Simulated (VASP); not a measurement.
# Sb (Fd-3m) in VASP: further runs

Sb is run at these levels: LDA; tasks: single point, relaxation of cell and atoms.

All numbers are computed with VASP 6.6.1; they aren't measurements. Logs are shortened: lines on timing, memory, paths and dates and some standing lists are left out, and cuts for length are marked.

## Step 1: The cell of the first run

It takes space group Fd-3m (No. 227, cubic). The conventional cell has a = 6.828 Å, b = 6.828 Å, c = 6.828 Å, α = 90.00°, β = 90.00°, γ = 90.00°. Sb (site symmetry -43m) has 4 Sb at 2.96 Å within 3.9 Å.

This isn't the form of Sb at room conditions, which is rhombohedral.

## Step 2: Single point, LDA

The input, INCAR:

```
SYSTEM = Sb
ALGO = Normal
EDIFF = 1E-6
ENCUT = 500
GGA_COMPAT = .FALSE.
ISIF = 2
ISMEAR = -1
LASPH = .TRUE.
LCHARG = .FALSE.
LREAL = .FALSE.
LWAVE = .FALSE.
NBANDS = 12
NELM = 120
PREC = Accurate
SIGMA = 0.05
```

The input, KPOINTS:

```
k-points
0
G
  7 7 7
  0 0 0
```

The input, POSCAR:

```
Sb
1.0
    0.0000000000      3.4141848195      3.4141848195
    3.4141848195      0.0000000000      3.4141848195
    3.4141848195      3.4141848195      0.0000000000
Sb
2
Direct
    1.0000000000      1.0000000000      1.0000000000
    0.2500000000      0.2500000000      0.2500000000
```

Potentials or basis: VASP PAW LDA potentials, release 64 (Sb).

Command:

```sh
$ cat potpaw_LDA.64/Sb/POTCAR > POTCAR
$ mpirun -np 1 vasp_std > vasp.out
```

OUTCAR:

```text
SYSTEM = Sb
   EDIFF = 1E-6
   ENCUT = 500
   ISIF = 2
   ISMEAR = -1
   LASPH = .TRUE.
   LREAL = .FALSE.
   NELM = 120
   PREC = Accurate

 ion  position               nearest neighbor table
   1  0.000  0.000  0.000-   2 2.96   2 2.96   2 2.96   2 2.96
   2  0.250  0.250  0.250-   1 2.96   1 2.96   1 2.96   1 2.96

  LATTYP: Found a face centered cubic cell.
 ALAT       =     6.8283696390

  Lattice vectors:

 A1 = (   0.0000000000,   3.4141848195,   3.4141848195)
 A2 = (   3.4141848195,   0.0000000000,   3.4141848195)
 A3 = (   3.4141848195,   3.4141848195,   0.0000000000)

Analysis of symmetry for initial positions (statically):
=====================================================================
 Subroutine PRICEL returns:
 Original cell was already a primitive cell.

 Routine SETGRP: Setting up the symmetry group for a
 face centered cubic supercell.

 Subroutine GETGRP returns: Found 48 space group operations
 (whereof 24 operations were pure point group operations)
 out of a pool of 48 trial point group operations.

The static configuration has the point symmetry T_d .
 The point group associated with its full space group is O_h .

Analysis of symmetry for dynamics (positions and initial velocities):
=====================================================================
 Subroutine PRICEL returns:
 Original cell was already a primitive cell.

 Routine SETGRP: Setting up the symmetry group for a
 face centered cubic supercell.

 Subroutine GETGRP returns: Found 48 space group operations
 (whereof 24 operations were pure point group operations)
 out of a pool of 48 trial point group operations.

The dynamic configuration has the point symmetry T_d .
 The point group associated with its full space group is O_h .

 Subroutine INISYM returns: Found 48 space group operations
 (whereof 24 operations are pure point group operations),
 and found     1 'primitive' translations

----------------------------------------------------------------------------------------

                                     Primitive cell

  volume of cell :      79.5960

  direct lattice vectors                    reciprocal lattice vectors
     0.000000000  3.414184819  3.414184819    -0.146447842  0.146447842  0.146447842
     3.414184819  0.000000000  3.414184819     0.146447842 -0.146447842  0.146447842
     3.414184819  3.414184819  0.000000000     0.146447842  0.146447842 -0.146447842

  length of vectors
     4.828386476  4.828386476  4.828386476     0.253655104  0.253655104  0.253655104

  position of ions in fractional coordinates (direct lattice)
     0.000000000  0.000000000  0.000000000
     0.250000000  0.250000000  0.250000000

  ion indices of the primitive-cell ions
   primitive index   ion index
                 1           1
                 2           2

----------------------------------------------------------------------------------------

 KPOINTS: k-points

Automatic generation of k-mesh.
 Grid dimensions read from file:
 generate k-points for:    7    7    7

 Generating k-lattice:

  Cartesian coordinates                     Fractional coordinates (reciprocal lattice)
    -0.020921120  0.020921120  0.020921120     0.142857143  0.000000000  0.000000000
     0.020921120 -0.020921120  0.020921120     0.000000000  0.142857143  0.000000000
     0.020921120  0.020921120 -0.020921120     0.000000000  0.000000000  0.142857143

  Length of vectors
     0.036236443  0.036236443  0.036236443

  Shift w.r.t. Gamma in fractional coordinates (k-lattice)
     0.000000000  0.000000000  0.000000000

 Subroutine IBZKPT returns following result:
 ===========================================

 Found     20 irreducible k-points:

 Following reciprocal coordinates:
            Coordinates               Weight
  0.000000  0.000000  0.000000      1.000000
  0.142857  0.000000  0.000000      8.000000
  0.285714  0.000000  0.000000      8.000000
  0.428571  0.000000  0.000000      8.000000
  0.142857  0.142857  0.000000      6.000000
  0.285714  0.142857  0.000000     24.000000
[... 12 lines left out ...]
 -0.428571  0.428571  0.142857     24.000000
 -0.285714  0.428571  0.142857     24.000000
   k-points           NKPTS =     20   k-points in BZ     NKDIM =     20   number of bands    NBANDS=     12
   number of dos      NEDOS =    301   number of ions     NIONS =      2
   total plane-waves  NPLWV =  46656
   dimension x,y,z NGX =    36 NGY =   36 NGZ =   36
   dimension x,y,z NGXF=    72 NGYF=   72 NGZF=   72
   ions per type =               2
   NGX,Y,Z   is equivalent  to a cutoff of  12.40, 12.40, 12.40 a.u.
   NGXF,Y,Z  is equivalent  to a cutoff of  24.79, 24.79, 24.79 a.u.
 SYSTEM =  Sb
   PREC   = accura    normal or accurate (medium, high low for compatibility)
   ISTART =      0    job   : 0-new  1-cont  2-samecut
   ICHARG =      2    charge: 1-file 2-atom 10-const
   ISPIN  =      1    spin polarized calculation?
   LNONCOLLINEAR =      F non collinear calculations
   LSORBIT =      F    spin-orbit coupling
   LASPH  =      T    aspherical Exc in radial PAW
   ENCUT  =  500.0 eV  36.75 Ry    6.06 a.u.   8.80  8.80  8.80*2*pi/ulx,y,z
   NELM   =    120;   NELMIN=  2; NELMDL= -5     # of ELM steps
   EDIFF  = 0.1E-05   stopping-criterion for ELM
   LREAL  =      F    real-space projection
   EDIFFG = 0.1E-04   stopping-criterion for IOM
   NSW    =      0    number of steps for IOM
   IBRION =     -1    ionic relax: 0-MD 1-quasi-New 2-CG
   NFREE  =      0    steps in history (QN), initial steepest desc. (CG)
   ISIF   =      2    stress and relaxation
   ISYM   =      2    0-nonsym 1-usesym 2-fastsym
   POTIM  = 0.5000    time-step for ionic-motion
   TEBEG  =    0.0;   TEEND  =   0.0 temperature during run
   PSTRESS=    0.0 pullay stress
   NELECT =      10.0000    total number of electrons
   NUPDOWN=      -1.0000    fix difference up-down
   EMIN   =  10.00;   EMAX   =-10.00  energy-range for DOS
   EFERMI =   0.00;   METHOD = LEGACY
   ISMEAR =    -1;   SIGMA  =   0.05  broadening in eV -4-tet -1-fermi 0-gaus
   EFERMI_NEDOS =   21; number of points for ismear=-14 and -15
   IALGO  =     38    algorithm
   IMIX   =      4    mixing-type and parameters
     AMIX     =   0.40;   BMIX     =  1.00
     AMIX_MAG =   1.60;   BMIX_MAG =  1.00
  volume/ion in A,a.u.               =      39.80       268.57
  Fermi-wavevector in a.u.,A,eV,Ry     =   0.819932  1.549447  9.147039  0.672288
  Thomas-Fermi vector in A             =   1.930824
   LORBIT       =      0    0 simple, 1 ext, 2 COOP (PROOUT), +10 PAW based schemes
   GGA     = CA    functional components
   LHFCALC =     F    Hartree Fock is set to
   AEXX    =    0.0000 exact exchange contribution
   IVDW    =     0    specifies the selected vdW correction
   LEPSILON=     F    determine dielectric tensor
   LRPA    =     F    only Hartree local field effects (RPA)
 non-spin polarized calculation
  energy-cutoff  :      500.00
  volume of cell :       79.60
 maximum number of plane-waves:      2029
   NGX = 17   NGY = 17   NGZ = 17

 number of electron      10.0000000 magnetization

 Free energy of the ion-electron system (eV)
  ---------------------------------------------------
  ext. energy  EPLUGINS =         0.00000000
  ---------------------------------------------------
  free energy    TOTEN  =        -8.77891434 eV

  energy without entropy =       -8.75913088  energy(sigma->0) =       -8.76902261

 E-fermi :   4.4439     XC(G=0):  -8.3974

 val. band max:        4.3950019120   @ k =   0.1429   0.1429   0.0000
 cond. band min:       4.4628299275   @ k =  -0.4286   0.4286   0.1429
 fundamental gap:      0.0678280155
 Fermi energy:         4.4439285431

 k-point     1 :       0.0000    0.0000    0.0000
  band No.  band energies     occupation
      1      -7.5265      2.00000
      2      -0.8161      2.00000
      3       2.4890      2.00000
      4       2.4890      2.00000
      5       2.4890      2.00000
      6       4.8199      0.00108
      7       4.8199      0.00108
      8       4.8199      0.00108
      9       8.1408      0.00000
     10      10.6860      0.00000
     11      10.6860      0.00000
     12      11.8004      0.00000

 k-point     2 :       0.1429    0.0000    0.0000
  band No.  band energies     occupation
      1      -7.3772      2.00000
      2      -1.4748      2.00000
      3       2.2696      2.00000
      4       2.2696      2.00000
      5       2.5113      2.00000
      6       5.1356      0.00000
      7       5.1356      0.00000
      8       5.2468      0.00000
      9       8.8384      0.00000
     10      10.1560      0.00000
     11      10.1560      0.00000
     12      11.3338      0.00000

 k-point     3 :       0.2857    0.0000    0.0000
  band No.  band energies     occupation
      1      -6.9636      2.00000
      2      -2.7127      2.00000
      3       1.9067      2.00000
      4       1.9067      2.00000
      5       2.2741      2.00000
      6       5.6408      0.00000
      7       5.6408      0.00000
      8       6.6068      0.00000
      9       9.5635      0.00000
     10      10.0875      0.00000
     11      10.0875      0.00000
     12      11.6219      0.00000
[... 226 lines left out ...]
 k-point    19 :      -0.4286    0.4286    0.1429
  band No.  band energies     occupation
      1      -5.7120      2.00000
      2      -4.6118      2.00000
      3       0.4683      2.00000
      4       0.6996      2.00000
      5       4.4628      0.81321
      6       4.5343      0.28196
      7       7.2237      0.00000
      8       8.0364      0.00000
      9      10.2816      0.00000
     10      10.4570      0.00000
     11      12.2551      0.00000
     12      12.9751      0.00000

 k-point    20 :      -0.2857    0.4286    0.1429
  band No.  band energies     occupation
      1      -5.5332      2.00000
      2      -4.8098      2.00000
      3       0.2083      2.00000
      4       0.7477      2.00000
      5       4.4663      0.77974
      6       5.6931      0.00000
      7       6.9811      0.00000
      8       7.1461      0.00000
      9       9.5970      0.00000
     10      10.8610      0.00000
     11      11.9832      0.00000
     12      13.2884      0.00000

------------------------ aborting loop because EDIFF is reached ----------------------------------------

  FORCE on cell =-STRESS in cart. coord.  units (eV):
  Direction    XX          YY          ZZ          XY          YZ          ZX
  --------------------------------------------------------------------------------------
  -------------------------------------------------------------------------------------
  Total        0.0831075      0.0831075      0.0831075      0.0000000     -0.0000000     -0.0000000
  in kB        1.6728601      1.6728601      1.6728601      0.0000000     -0.0000000     -0.0000000
  external PRESSURE =       1.6728601 kB  Pullay stress =       0.0000000 kB

 VOLUME and BASIS-vectors are now :
 -----------------------------------------------------------------------------
  energy-cutoff  :      500.00
  volume of cell :       79.60
      direct lattice vectors                 reciprocal lattice vectors
     0.000000000  3.414184819  3.414184819    -0.146447842  0.146447842  0.146447842
     3.414184819  0.000000000  3.414184819     0.146447842 -0.146447842  0.146447842
     3.414184819  3.414184819  0.000000000     0.146447842  0.146447842 -0.146447842

 POSITION                                       TOTAL-FORCE (eV/Angst)
 -----------------------------------------------------------------------------------
      0.00000      0.00000      0.00000        -0.000000     -0.000000     -0.000000
      1.70709      1.70709      1.70709         0.000000      0.000000      0.000000
 -----------------------------------------------------------------------------------
    total drift:                                0.000000      0.000000     -0.000000

  FREE ENERGIE OF THE ION-ELECTRON SYSTEM (eV)
  ---------------------------------------------------
  free  energy   TOTEN  =        -8.7789143405 eV

  energy  without entropy=       -8.7591308778  energy(sigma->0) =       -8.76902261
```

It took 12 s on 1 thread of AMD EPYC 7R13 (Zen 3), shared host; peak memory 0.14 GiB.

Results:

```yaml
Free_energy: -8.7789 eV
Pressure: 0.2 GPa
Band_gap_on_the_k_mesh: zero (bands 5 and 6 overlap by 0.55 eV)
```

Caveat: spin-orbit coupling is left out, which moves the levels of the heavy elements.

(Part 1 of 2 ends here.)
